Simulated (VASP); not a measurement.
Wanted: the native input for a VASP 6.6.1 run.

| Property | Result |
| --- | --- |
| Task | single point |
| Functional | PBE |
| Potentials or basis | VASP PAW PBE potentials, release 64 (Sb, Pt) |
| Cutoff | 520 eV |
| k mesh | 5 × 5 × 5 |
| Occupations | fermi-dirac, width 0.05 eV |
| Spin | no spin polarisation |
| Dipole correction | no |
| Further INCAR settings | ALGO = Normal; EDIFF = 1e-06; NBANDS = 52 |

The structure of Sb2Pt lies in POSCAR:

```
Sb2Pt
1.0
    6.4400000000      0.0000000000      0.0000000000
    0.0000000000      6.4400000000      0.0000000000
    0.0000000000      0.0000000000      6.4400000000
Sb Pt
8 4
Direct
    0.3744672110      0.3744672110      0.3744672110
    0.1255327890      0.6255327890      0.8744672110
    0.8744672110      0.1255327890      0.6255327890
    0.6255327890      0.8744672110      0.1255327890
    0.6255327890      0.6255327890      0.6255327890
    0.8744672110      0.3744672110      0.1255327890
    0.1255327890      0.8744672110      0.3744672110
    0.3744672110      0.1255327890      0.8744672110
    0.0000000000      0.0000000000      0.0000000000
    0.5000000000      0.0000000000      0.5000000000
    0.5000000000      0.5000000000      0.0000000000
    0.0000000000      0.5000000000      0.5000000000
```

One way to write it, as run:

INCAR

```
SYSTEM = Sb2Pt
  ALGO = Normal
  EDIFF = 1E-6
  ENCUT = 520
  GGA = PE
  ISIF = 2
  ISMEAR = -1
  LASPH = .TRUE.
  LCHARG = .FALSE.
  LREAL = .FALSE.
  LWAVE = .FALSE.
  NBANDS = 52
  NELM = 100
  PREC = Accurate
  SIGMA = 0.05
```

KPOINTS

```
k-points
0
G
  5 5 5
  0 0 0
```

Potentials or basis: VASP PAW PBE potentials, release 64 (Sb, Pt).

Run with:

```bash
$ cat potpaw_PBE.64/Sb/POTCAR potpaw_PBE.64/Pt/POTCAR > POTCAR
$ mpirun -np 1 vasp_std > vasp.out
```

It gave:

```yaml
Pressure: 5.8 GPa
Largest_force: 0.036 eV/Å
Band_gap_on_the_k_mesh: zero (band 40 reaches 9.46 eV, above the bottom of band 41 at 9.37 eV)
```

Caveat: spin-orbit coupling is left out, which moves the levels of the heavy elements.

Wall time 3.2 min on 1 thread of Oxide Virtual Turin-like Processor, on a shared host, peak memory 0.36 GiB.
